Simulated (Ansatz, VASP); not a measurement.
# TiO: VASP beside Ansatz

```xyz
2
Lattice="2.8816 0.0000 0.0000 -1.4408 2.4955 0.0000 0.0000 0.0000 2.4585" Properties=species:S:1:pos:R:3 pbc="T T T"
Ti    1.4408    0.8318    0.0000
O     0.0000    0.0000    1.2292
```

Alike in both runs: task single point; functional PBEsol; k mesh 18 × 18 × 16; occupations gaussian, width 0.15 eV; no spin polarisation.

|  | VASP | Ansatz |
| --- | --- | --- |
| version | VASP 6.6.1 | Ansatz 0.2.0 |
| potentials or method | VASP PAW PBE potentials, release 64 (Ti_sv, O), cutoff 520 eV | scalar-relativistic, plane waves, PAW |
| valence electrons in the cell | 18 | 18 |

```csv
,VASP,Ansatz,Ansatz less VASP
gap on the k mesh at the Fermi level (eV),none,none,-
pressure (GPa),27.7,26.7,-1.02
"traceless stress, the component that is largest in VASP (GPa)",55.31,55.24,-0.071
```

VASP's potentials were made for PBE, not for PBEsol, and Ansatz warns of the same on its side. A gap of «none» marks a metal or a gap that the smearing closes. With one functional, cell and mesh, what is left measures potentials, basis and numerics.
